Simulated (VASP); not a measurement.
Here is a VASP 6.6.1 calculation.

Contents of INCAR:

```
PREC = Accurate ; ENCUT = 600
EDIFF = 1E-6 ; ISMEAR = 0
SIGMA = 0.01 ; LREAL = False
LASPH = True ; NELM = 120
ALGO = Normal ; ISIF = 2
LWAVE = False ; LCHARG = False
GGA = PE ; NBANDS = 16
GGA_COMPAT = False
```

File KPOINTS:

```
regular mesh
0
Gamma
  6 6 6
```

The input POSCAR:

```
GaN
1.0
    0.0000000000      2.2535006100      2.2535006100
    2.2535006100      0.0000000000      2.2535006100
    2.2535006100      2.2535006100      0.0000000000
Ga N
1 1
Direct
    0.0000000000      0.0000000000      0.0000000000
    0.7500000000      0.7500000000      0.7500000000
```

Potentials or basis: VASP PAW PBE potentials, release 64 (Ga_d, N).

Command:

```sh
$ cat potpaw_PBE.64/Ga_d/POTCAR potpaw_PBE.64/N/POTCAR > POTCAR
$ mpirun -np 1 vasp_std > vasp.out
```

**Question.** What does it give for the pressure?

**Answer.** 4.9 GPa.

**Question.** Predict the band gap on the k mesh.

**Answer.** 1.72 eV, direct.
